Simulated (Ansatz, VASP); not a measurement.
# One calculation of Fe, two programs

```
Fe
1.0
     0.00000    1.80307    1.80307
     1.80307    0.00000    1.80307
     1.80307    1.80307    0.00000
Fe
1
Direct
  0.00000 0.00000 0.00000
```

Change from the starting cell: volume scaled by 0.96.

Alike in both runs: task single point; functional PBE; k mesh 12 × 12 × 12; occupations fermi-dirac, width 0.05 eV; collinear spin.

|  | VASP | Ansatz |
| --- | --- | --- |
| version | VASP 6.6.1 | Ansatz 0.2.0 |
| potentials or method | VASP PAW PBE potentials, release 64 (Fe), cutoff 520 eV | all-electron LAPW, scalar-relativistic |

|  | VASP | Ansatz | Ansatz less VASP |
| --- | --- | --- | --- |
| gap on the k mesh at the Fermi level (eV) | none | none | - |
| pressure (GPa) | 3.0 | 3.2 | +0.13 |
| net moment per atom (μB) | 2.50 | 2.50 | -0.003 |
| size of the moment on the site where the two differ most (μB) | 2.49 | 2.54 | +0.049 |

Site moments also hang on the region over which each program counts them. A gap of «none» marks a metal or a gap that the smearing closes. Ansatz ran all-electron here, and VASP with PAW potentials.
